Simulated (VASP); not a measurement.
MnSn3:

```
Sn Mn
1.0
     0.00000    3.66844    3.66844
     3.66844    0.00000    3.66844
     3.66844    3.66844    0.00000
Sn Mn
3 1
Direct
  0.25000 0.25000 0.25000
  0.75000 0.75000 0.75000
  0.50000 0.50000 0.50000
  0.00000 0.00000 0.00000
```

Base run:

```yaml
Program: VASP 6.6.1
Functional: PBE
Potentials_or_basis: VASP PAW PBE potentials, release 64 (Sn_d, Mn_pv)
Cutoff: 520 eV
k_mesh: 10 × 10 × 10
Occupations: gaussian, width 0.1 eV
Spin: no spin polarisation
```

Its results: band gap on the k mesh zero (an odd number of electrons rules out a gap without spin polarisation); pressure -6.5 GPa.

Problem. The run is repeated on the same cell with these changes: functional from PBE to r2SCAN; further incar settings from ALGO = Fast; EDIFF = 1e-06; NBANDS = 36 to ALGO = Normal; EDIFF = 1e-06; NBANDS = 36. What comes out?

Solution. Band gap on the k mesh zero (an odd number of electrons rules out a gap without spin polarisation); pressure -8.3 GPa.

Caveats: the cell stands under tension; spin-orbit coupling is left out, which moves the levels of the heavy elements; the run has no spin polarisation, though such a crystal can be magnetic; the PAW data sets were made with another functional, which shifts forces and pressure a little (at least some runs).
